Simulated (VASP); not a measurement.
Wanted: the native input for a VASP 6.6.1 run.

- Task: single point
- Functional: PBE
- Potentials or basis: VASP PAW PBE potentials, release 64 (Nb_sv, Te, Mo_sv)
- Cutoff: 520 eV
- k mesh: 12 × 12 × 2
- Occupations: gaussian, width 0.1 eV
- Spin: no spin polarisation
- Dipole correction: no
- Further INCAR settings: ALGO = Normal; EDIFF = 1e-06; NBANDS = 48

The structure of Nb2Te6Mo lies in POSCAR:

```
Nb2Te6Mo
1.0
    3.6310235144      0.0000000000      0.0000000000
   -1.8155117572      3.1445586053      0.0000000000
    0.0000000000      0.0000000000     22.7056206554
Nb Te Mo
2 6 1
Direct
    0.0000000000      0.0000000000      0.3370383373
    0.0000000000      0.0000000000      0.6629616627
    0.6666666667      0.3333333333      0.2545637518
    0.6666666667      0.3333333333      0.5810113463
    0.6666666667      0.3333333333      0.9206711517
    0.3333333333      0.6666666667      0.0793288483
    0.3333333333      0.6666666667      0.4189886537
    0.3333333333      0.6666666667      0.7454362482
    0.0000000000      0.0000000000      0.0000000000
```

The input as run:

INCAR

```
  PREC = Accurate
  ENCUT = 520
  EDIFF = 1E-6
  ISMEAR = 0
  SIGMA = 0.1
  LREAL = F
  LASPH = T
  NELM = 60
  ALGO = Normal
  ISIF = 2
  LWAVE = F
  LCHARG = F
  GGA = PE
  NBANDS = 48
```

KPOINTS

```
Automatic mesh
0
Gamma
  12 12 2
```

Potentials or basis: VASP PAW PBE potentials, release 64 (Nb_sv, Te, Mo_sv).

Launch:

```console
$ cat potpaw_PBE.64/Nb_sv/POTCAR potpaw_PBE.64/Te/POTCAR potpaw_PBE.64/Mo_sv/POTCAR > POTCAR
$ mpirun -np 1 vasp_std > vasp.out
```

It gave:

```json
{
  "Pressure": "-0.1 GPa",
  "Largest force": "0.014 eV/Å",
  "Band gap on the k mesh": "zero (bands 38 and 39 overlap by 0.85 eV)"
}
```

Caveat: spin-orbit coupling is left out, which moves the levels of the heavy elements; this functional lacks dispersion, which binds layers or chains, so the pressure and a relaxed spacing across them are unreliable.

Run time: 14 min on 1 thread of Intel(R) Xeon(R) Platinum 8375C CPU @ 2.90GHz (Ice Lake), on a shared host, peak memory 0.64 GiB.
